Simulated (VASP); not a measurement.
# Na (I4/mmm) in VASP: single point with r2SCAN

Aim: the single point of Na with r2SCAN.

Program: VASP 6.6.1. These are calculated values, not measurements. Logs are shortened: lines on timing, memory, paths and dates and some standing lists are left out, and cuts for length are marked.

## Step 1: The cell of the first run

It takes space group I4/mmm (No. 139, tetragonal). The conventional cell has a = 4.362 Å, b = 4.362 Å, c = 4.108 Å, α = 90.00°, β = 90.00°, γ = 90.00°. Na (site symmetry 4/mmm) has 14 Na at 3.71 to 4.36 Å within 4.9 Å.

## Step 2: Single point, r2SCAN (strain +0.030 along x and y, -0.030 along z)

The input, POSCAR:

```
Na
1.0
   -2.1810250000      2.1810250000      2.0539750000
    2.1810250000     -2.1810250000      2.0539750000
    2.1810250000      2.1810250000     -2.0539750000
Na
1
Direct
    0.0000000000      0.0000000000      0.0000000000
```

The input, INCAR.step1:

```
PREC = Accurate
ENCUT = 520
ISMEAR = 0
SIGMA = 0.15
LREAL = False
LASPH = True
NELM = 100
NBANDS = 10
GGA = PE
ALGO = Normal
EDIFF = 1E-4
LWAVE = True
LCHARG = False
```

The input, INCAR.step2:

```
PREC = Accurate
ENCUT = 520
EDIFF = 1E-6
ISMEAR = 0
SIGMA = 0.15
LREAL = False
LASPH = True
NELM = 100
ALGO = Normal
ISIF = 2
LWAVE = False
LCHARG = True
METAGGA = R2SCAN
LMIXTAU = True
LELF = True
LVHAR = True
NBANDS = 10
ISTART = 1
```

The input, KPOINTS:

```
regular mesh
0
Gamma
  16 16 16
```

Potentials or basis: VASP PAW PBE potentials, release 64 (Na_pv).

Launch:

```console
$ cat potpaw_PBE.64/Na_pv/POTCAR > POTCAR
$ cp INCAR.step1 INCAR
$ mpirun -np 1 vasp_std > vasp.out
$ cp INCAR.step2 INCAR
$ mpirun -np 1 vasp_std > vasp.out
```

OUTCAR:

```text
PREC = Accurate
   ENCUT = 520
   EDIFF = 1E-6
   ISMEAR = 0
   LREAL = False
   LASPH = True
   NELM = 100
   ISIF = 2
   METAGGA = R2SCAN
   ISTART = 1

 ion  position               nearest neighbor table
   1  0.000  0.000  0.000-

  LATTYP: Found a body centered tetragonal cell.
 ALAT       =     4.3620500000
 C/A-ratio  =     0.9417475728

  Lattice vectors:

 A1 = (  -2.1810250000,   2.1810250000,   2.0539750000)
 A2 = (   2.1810250000,  -2.1810250000,   2.0539750000)
 A3 = (   2.1810250000,   2.1810250000,  -2.0539750000)

Analysis of symmetry for initial positions (statically):
=====================================================================
 Subroutine PRICEL returns:
 Original cell was already a primitive cell.

 Routine SETGRP: Setting up the symmetry group for a
 body centered tetragonal supercell.

 Subroutine GETGRP returns: Found 16 space group operations
 (whereof 16 operations were pure point group operations)
 out of a pool of 16 trial point group operations.

The static configuration has the point symmetry D_4h.

Analysis of symmetry for dynamics (positions and initial velocities):
=====================================================================
 Subroutine PRICEL returns:
 Original cell was already a primitive cell.

 Routine SETGRP: Setting up the symmetry group for a
 body centered tetragonal supercell.

 Subroutine GETGRP returns: Found 16 space group operations
 (whereof 16 operations were pure point group operations)
 out of a pool of 16 trial point group operations.

The dynamic configuration has the point symmetry D_4h.

 Subroutine INISYM returns: Found 16 space group operations
 (whereof 16 operations are pure point group operations),
 and found     1 'primitive' translations

----------------------------------------------------------------------------------------

                                     Primitive cell

  volume of cell :      39.0820

  direct lattice vectors                    reciprocal lattice vectors
    -2.181025000  2.181025000  2.053975000     0.000000000  0.229250009  0.243430421
     2.181025000 -2.181025000  2.053975000     0.229250009  0.000000000  0.243430421
     2.181025000  2.181025000 -2.053975000     0.229250009  0.229250009  0.000000000

  length of vectors
     3.705745998  3.705745998  3.705745998     0.334385910  0.334385910  0.324208471

  position of ions in fractional coordinates (direct lattice)
     0.000000000  0.000000000  0.000000000

  ion indices of the primitive-cell ions
   primitive index   ion index
                 1           1

----------------------------------------------------------------------------------------

 KPOINTS: regular mesh

Automatic generation of k-mesh.
 Grid dimensions read from file:
 generate k-points for:   16   16   16

 Generating k-lattice:

  Cartesian coordinates                     Fractional coordinates (reciprocal lattice)
     0.000000000  0.014328126  0.015214401     0.062500000  0.000000000 -0.000000000
     0.014328126  0.000000000  0.015214401     0.000000000  0.062500000 -0.000000000
     0.014328126  0.014328126  0.000000000     0.000000000  0.000000000  0.062500000

  Length of vectors
     0.020899119  0.020899119  0.020263029

  Shift w.r.t. Gamma in fractional coordinates (k-lattice)
     0.000000000  0.000000000  0.000000000

 Subroutine IBZKPT returns following result:
 ===========================================

 Found    349 irreducible k-points:

 Following reciprocal coordinates:
            Coordinates               Weight
  0.000000  0.000000  0.000000      1.000000
  0.062500  0.000000 -0.000000      8.000000
  0.125000  0.000000 -0.000000      8.000000
  0.187500 -0.000000  0.000000      8.000000
  0.250000  0.000000 -0.000000      8.000000
  0.312500  0.000000 -0.000000      8.000000
[... 16 lines left out ...]
 -0.125000  0.062500  0.000000     16.000000
 -0.062500  0.062500  0.000000      4.000000
 [... further k-points ...]
   k-points           NKPTS =    349   k-points in BZ     NKDIM =    349   number of bands    NBANDS=     10
   number of dos      NEDOS =    301   number of ions     NIONS =      1
   total plane-waves  NPLWV =  21952
   dimension x,y,z NGX =    28 NGY =   28 NGZ =   28
   dimension x,y,z NGXF=    56 NGYF=   56 NGZF=   56
   ions per type =               1
   NGX,Y,Z   is equivalent  to a cutoff of  12.56, 12.56, 12.56 a.u.
   NGXF,Y,Z  is equivalent  to a cutoff of  25.12, 25.12, 25.12 a.u.
 SYSTEM =  unknown system
   PREC   = accura    normal or accurate (medium, high low for compatibility)
   ISTART =      1    job   : 0-new  1-cont  2-samecut
   ICHARG =      0    charge: 1-file 2-atom 10-const
   ISPIN  =      1    spin polarized calculation?
   LNONCOLLINEAR =      F non collinear calculations
   LSORBIT =      F    spin-orbit coupling
   LASPH  =      T    aspherical Exc in radial PAW
   ENCUT  =  520.0 eV  38.22 Ry    6.18 a.u.   6.89  6.89  6.89*2*pi/ulx,y,z
   NELM   =    100;   NELMIN=  2; NELMDL=  0     # of ELM steps
   EDIFF  = 0.1E-05   stopping-criterion for ELM
   LREAL  =      F    real-space projection
   EDIFFG = 0.1E-04   stopping-criterion for IOM
   NSW    =      0    number of steps for IOM
   IBRION =     -1    ionic relax: 0-MD 1-quasi-New 2-CG
   NFREE  =      0    steps in history (QN), initial steepest desc. (CG)
   ISIF   =      2    stress and relaxation
   ISYM   =      2    0-nonsym 1-usesym 2-fastsym
   POTIM  = 0.5000    time-step for ionic-motion
   TEBEG  =    0.0;   TEEND  =   0.0 temperature during run
   PSTRESS=    0.0 pullay stress
   NELECT =       7.0000    total number of electrons
   NUPDOWN=      -1.0000    fix difference up-down
   EMIN   =  10.00;   EMAX   =-10.00  energy-range for DOS
   EFERMI =   0.00;   METHOD = LEGACY
   ISMEAR =     0;   SIGMA  =   0.15  broadening in eV -4-tet -1-fermi 0-gaus
   EFERMI_NEDOS =   21; number of points for ismear=-14 and -15
   IALGO  =     38    algorithm
   IMIX   =      4    mixing-type and parameters
     AMIX     =   0.40;   BMIX     =  1.00
     AMIX_MAG =   1.60;   BMIX_MAG =  1.00
  volume/ion in A,a.u.               =      39.08       263.74
  Fermi-wavevector in a.u.,A,eV,Ry     =   0.922817  1.743870 11.586590  0.851590
  Thomas-Fermi vector in A             =   2.048385
   LORBIT       =      0    0 simple, 1 ext, 2 COOP (PROOUT), +10 PAW based schemes
   METAGGA = R2SCAN    functional components
   LHFCALC =     F    Hartree Fock is set to
   AEXX    =    0.0000 exact exchange contribution
   IVDW    =     0    specifies the selected vdW correction
   LEPSILON=     F    determine dielectric tensor
   LRPA    =     F    only Hartree local field effects (RPA)
 non-spin polarized calculation
 Gauss-broadening in eV      SIGMA  =   0.15
  energy-cutoff  :      520.00
  volume of cell :       39.08
 maximum number of plane-waves:      1088
   NGX = 13   NGY = 13   NGZ = 13

 number of electron       7.0000003 magnetization

 Free energy of the ion-electron system (eV)
  ---------------------------------------------------
  ext. energy  EPLUGINS =         0.00000000
  ---------------------------------------------------
  free energy    TOTEN  =        -3.55452206 eV

  energy without entropy =       -3.54963959  energy(sigma->0) =       -3.55208082

 E-fermi :   0.2014     XC(G=0):  -6.7698

 val. band max:        0.2006972240   @ k =   0.5000   0.3750   0.0625
 cond. band min:       0.2054241234   @ k =  -0.3125   0.3750   0.2500
 fundamental gap:      0.0047268994
 Fermi energy:         0.2013938635

 k-point     1 :       0.0000    0.0000    0.0000
  band No.  band energies     occupation
      1     -25.8570      2.00000
      2     -25.8568      2.00000
      3     -25.8567      2.00000
      4      -3.1748      2.00000
      5      11.6684      0.00000
      6      12.6343      0.00000
      7      12.6344      0.00000
      8      12.9823      0.00000
      9      13.5904      0.00000
     10      13.5905      0.00000

 k-point     2 :       0.0625    0.0000   -0.0000
  band No.  band energies     occupation
      1     -25.8580      2.00000
      2     -25.8571      2.00000
      3     -25.8569      2.00000
      4      -3.1023      2.00000
      5      11.3212      0.00000
      6      11.6307      0.00000
      7      12.2276      0.00000
      8      12.4877      0.00000
      9      13.3075      0.00000
     10      14.1373      0.00000

 k-point     3 :       0.1250    0.0000   -0.0000
  band No.  band energies     occupation
      1     -25.8613      2.00000
      2     -25.8583      2.00000
      3     -25.8570      2.00000
      4      -2.8852      2.00000
      5       9.9420      0.00000
      6      10.6662      0.00000
      7      11.5843      0.00000
      8      11.7942      0.00000
      9      12.9187      0.00000
     10      14.4684      0.00000

 k-point     4 :       0.1875   -0.0000    0.0000
  band No.  band energies     occupation
      1     -25.8661      2.00000
      2     -25.8600      2.00000
      3     -25.8571      2.00000
      4      -2.5252      2.00000
      5       8.2606      0.00000
      6      10.0139      0.00000
      7      10.9873      0.00000
      8      11.1488      0.00000
      9      12.4892      0.00000
     10      14.7075      0.00000
[... 222 lines left out ...]
 k-point    22 :      -0.1875    0.0625   -0.0000
  band No.  band energies     occupation
      1     -25.8642      2.00000
      2     -25.8589      2.00000
      3     -25.8573      2.00000
      4      -2.6818      2.00000
      5       9.0204      0.00000
      6       9.5953      0.00000
      7      11.2829      0.00000
      8      11.7344      0.00000
      9      13.3831      0.00000
     10      14.4542      0.00000

 k-point    23 :      -0.1250    0.0625    0.0000
  band No.  band energies     occupation
      1     -25.8602      2.00000
      2     -25.8576      2.00000
      3     -25.8570      2.00000
      4      -2.9661      2.00000
      5      10.0340      0.00000
      6      10.9578      0.00000
      7      11.9033      0.00000
      8      12.2722      0.00000
      9      13.4387      0.00000
     10      14.2170      0.00000

 k-point    24 :      -0.0625    0.0625    0.0000
  band No.  band energies     occupation
      1     -25.8580      2.00000
      2     -25.8574      2.00000
      3     -25.8566      2.00000
      4      -3.1066      2.00000
      5      10.8138      0.00000
      6      12.2161      0.00000
      7      12.4351      0.00000
      8      12.4752      0.00000
      9      13.2297      0.00000
     10      13.8791      0.00000

 [... further k-points ...]

------------------------ aborting loop because EDIFF is reached ----------------------------------------

  FORCE on cell =-STRESS in cart. coord.  units (eV):
  Direction    XX          YY          ZZ          XY          YZ          ZX
  --------------------------------------------------------------------------------------
  -------------------------------------------------------------------------------------
  Total       -0.0866262     -0.0866262     -0.0415496      0.0000000     -0.0000000      0.0000000
  in kB       -3.5512691     -3.5512691     -1.7033385      0.0000000     -0.0000000      0.0000000
  external PRESSURE =      -2.9352922 kB  Pullay stress =       0.0000000 kB

 VOLUME and BASIS-vectors are now :
 -----------------------------------------------------------------------------
  energy-cutoff  :      520.00
  volume of cell :       39.08
      direct lattice vectors                 reciprocal lattice vectors
    -2.181025000  2.181025000  2.053975000     0.000000000  0.229250009  0.243430421
     2.181025000 -2.181025000  2.053975000     0.229250009  0.000000000  0.243430421
     2.181025000  2.181025000 -2.053975000     0.229250009  0.229250009  0.000000000

 POSITION                                       TOTAL-FORCE (eV/Angst)
 -----------------------------------------------------------------------------------
      0.00000      0.00000      0.00000         0.000000      0.000000      0.000000
 -----------------------------------------------------------------------------------
    total drift:                               -0.000000     -0.000000     -0.000000

  FREE ENERGIE OF THE ION-ELECTRON SYSTEM (eV)
  ---------------------------------------------------
  free  energy   TOTEN  =        -3.5545220564 eV

  energy  without entropy=       -3.5496395902  energy(sigma->0) =       -3.55208082
```

Wall time 2.9 min (1 thread of Intel Xeon 6975P-C (Granite Rapids), shared host); peak memory 0.23 GiB.

Results:

```yaml
Free_energy: -3.5545 eV
Pressure: -0.3 GPa
Band_gap_on_the_k_mesh: zero (an odd number of electrons rules out a gap without spin polarisation)
```

Caveat: the cell differs from its parent crystal (strain +0.030 along x and y, -0.030 along z); the PAW data sets were made with another functional, which shifts forces and pressure a little.
